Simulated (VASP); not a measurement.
Crystal: Sn.

```
Sn
1.0
    -2.02919    2.02919    1.66076
     2.02919   -2.02919    1.66076
     2.02919    2.02919   -1.66076
Sn
1
Direct
  0.00000 0.00000 0.00000
```

| Property | Result |
| --- | --- |
| Program | VASP 6.6.1 |
| Task | relaxation of cell and atoms |
| Functional | PBEsol |
| Potentials or basis | VASP PAW PBE potentials, release 64 (Sn_d) |
| Cutoff | 600 eV |
| k mesh | 10 × 10 × 10 |
| Occupations | fermi-dirac, width 0.05 eV |
| Spin | no spin polarisation |

At the start: pressure -1.9 GPa; volume 27.35 Å³/atom.

**Question.** Where does the relaxation end?

**Answer.** Over 6 steps the energy falls by 8.0 meV/atom and the volume is 26.26 Å³/atom (-4.0 %); space group I4/mmm (No. 139, to 0.05 Å).

The path:
| step | energy change (eV) | largest force (eV/Å) | pressure (GPa) | volume (Å³) |
| --- | --- | --- | --- | --- |
| 1 | 0.0000 | 0.0000 | -1.85 | 27.35 |
| 2 | -0.0075 | 0.0000 | 0.31 | 26.12 |
| 3 | -0.0076 | 0.0000 | 0.14 | 26.22 |
| 4 | -0.0076 | 0.0000 | 0.04 | 26.24 |
| 5 | -0.0079 | 0.0000 | 0.01 | 26.25 |
| 6 | -0.0080 | 0.0000 | -0.03 | 26.26 |

Final structure:
```
Sn
1.0
    -1.99039    1.99039    1.65718
     1.99039   -1.99039    1.65718
     1.99039    1.99039   -1.65718
Sn
1
Cartesian
  0.0000 0.0000 0.0000
```

Caveat: the PAW data sets were made with another functional, which shifts forces and pressure a little.
